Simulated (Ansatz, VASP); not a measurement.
# PtSe2: VASP beside Ansatz

The input POSCAR:

```
PtSe2
1.0
    0.0000000000      3.1923014840      3.1923014840
    3.1923014840      0.0000000000      3.1923014840
    3.1923014840      3.1923014840      0.0000000000
Pt Se
1 2
Direct
    0.0000000000      0.0000000000      0.0000000000
    0.2500000000      0.2500000000      0.2500000000
    0.7500000000      0.7500000000      0.7500000000
```

The input INCAR.step1:

```
SYSTEM = PtSe2
ALGO = Normal
EDIFF = 1E-4
ENCUT = 520
GGA = PE
ISMEAR = -1
LASPH = .True.
LCHARG = .False.
LREAL = .False.
LWAVE = .True.
NBANDS = 18
NELM = 100
PREC = Accurate
SIGMA = 0.02
```

File INCAR.step2:

```
SYSTEM = PtSe2
ALGO = Normal
EDIFF = 1E-6
ENCUT = 520
ISIF = 2
ISMEAR = -1
ISTART = 1
LASPH = .True.
LCHARG = .False.
LMIXTAU = .True.
LREAL = .False.
LWAVE = .False.
METAGGA = R2SCAN
NBANDS = 18
NELM = 100
PREC = Accurate
SIGMA = 0.02
```

The input KPOINTS:

```
k-points
0
Gamma
  6 6 6
  0 0 0
```

Input for Ansatz:

```yaml
crystal:
  lattice:
    - [0.0, 3.192301484, 3.192301484]
    - [3.192301484, 0.0, 3.192301484]
    - [3.192301484, 3.192301484, 0.0]
  atoms:
    - { symbol: Pt, position: [0.0, 0.0, 0.0] }
    - { symbol: Se, position: [0.25, 0.25, 0.25] }
    - { symbol: Se, position: [0.75, 0.75, 0.75] }
kpoints:
  mp_grid: { grid: [6, 6, 6] }
hamiltonian:
  xc: r2scan
scf:
  occupations: { method: fermi_dirac, width: 0.02 }
  n_extra_bands: 4
output:
  forces: true
  stress: true
  eigenvalues: true
```

Alike in both runs: task single point; functional r2SCAN; k mesh 6 × 6 × 6; occupations fermi-dirac, width 0.02 eV; no spin polarisation.

|  | VASP | Ansatz |
| --- | --- | --- |
| version | VASP 6.6.1 | Ansatz 0.2.0 |
| potentials or method | VASP PAW PBE potentials, release 64 (Pt, Se) | plane waves, PAW |
| plane-wave cutoff (eV) | 520 | 500 |
| valence electrons in the cell | 22 | 50 |

```tsv
	VASP	Ansatz	Ansatz less VASP
pressure (GPa)	-5.9	-5.8	+0.03
```

VASP's potentials were made for PBE, not for r2SCAN. The functional is the same, so the differences come from potentials, cutoffs and numerics. VASP's potentials hold 22 valence electrons a cell and Ansatz's 50, so a difference there can come from the potentials and not from the codes.

Neither program's run includes spin-orbit coupling.
